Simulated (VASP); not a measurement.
Here is a VASP 6.6.1 calculation.

The input POSCAR:

```
MgO
1.0
    1.1297797854      2.8244494634      2.8244494634
    2.8244494634      1.1297797854      2.8244494634
    2.8244494634      2.8244494634      1.1297797854
Mg O
1 1
Direct
    0.0000000000      0.0000000000      0.0000000000
    0.5000000000      0.5000000000      0.5000000000
```

Contents of INCAR.step1:

```
SYSTEM = MgO
PREC     = Accurate       ! precision mode
ENCUT    = 520            ! plane-wave cutoff, eV
ISMEAR   = 0              ! smearing method
SIGMA    = 0.05           ! smearing width, eV
LREAL    = .FALSE.        ! projectors in reciprocal space
LASPH    = .TRUE.         ! aspherical terms in the spheres
NELM     = 80             ! most SCF steps
NBANDS   = 11             ! bands
GGA      = PE             ! functional
ALGO     = Normal         ! electronic algorithm
EDIFF    = 1E-4           ! SCF threshold, eV
LWAVE    = .TRUE.         ! write WAVECAR
LCHARG   = .FALSE.        ! write CHGCAR
```

INCAR.step2

```
SYSTEM = MgO
PREC     = Accurate       ! precision mode
ENCUT    = 520            ! plane-wave cutoff, eV
EDIFF    = 1E-6           ! SCF threshold, eV
ISMEAR   = 0              ! smearing method
SIGMA    = 0.05           ! smearing width, eV
LREAL    = .FALSE.        ! projectors in reciprocal space
LASPH    = .TRUE.         ! aspherical terms in the spheres
NELM     = 80             ! most SCF steps
ALGO     = Normal         ! electronic algorithm
ISIF     = 2              ! what is computed and relaxed
LWAVE    = .FALSE.        ! write WAVECAR
LCHARG   = .FALSE.        ! write CHGCAR
METAGGA  = R2SCAN         ! meta-GGA
LMIXTAU  = .TRUE.       
NBANDS   = 11             ! bands
ISTART   = 1
```

The input KPOINTS:

```
regular mesh
0
G
  10 10 10
  0 0 0
```

Potentials or basis: VASP PAW PBE potentials, release 64 (Mg, O).

Launch:

```console
$ cat potpaw_PBE.64/Mg/POTCAR potpaw_PBE.64/O/POTCAR > POTCAR
$ cp INCAR.step1 INCAR
$ mpirun -np 1 vasp_std > vasp.out
$ cp INCAR.step2 INCAR
$ mpirun -np 1 vasp_std > vasp.out
```

(1) What does it give for the band gap on the k mesh?

(2) Predict the pressure.

## Answers

(1) zero (band 4 reaches 6.21 eV, above the bottom of band 5 at 4.77 eV).

(2) 29.5 GPa.

Caveat: the PAW data sets were made with another functional, which shifts forces and pressure a little.
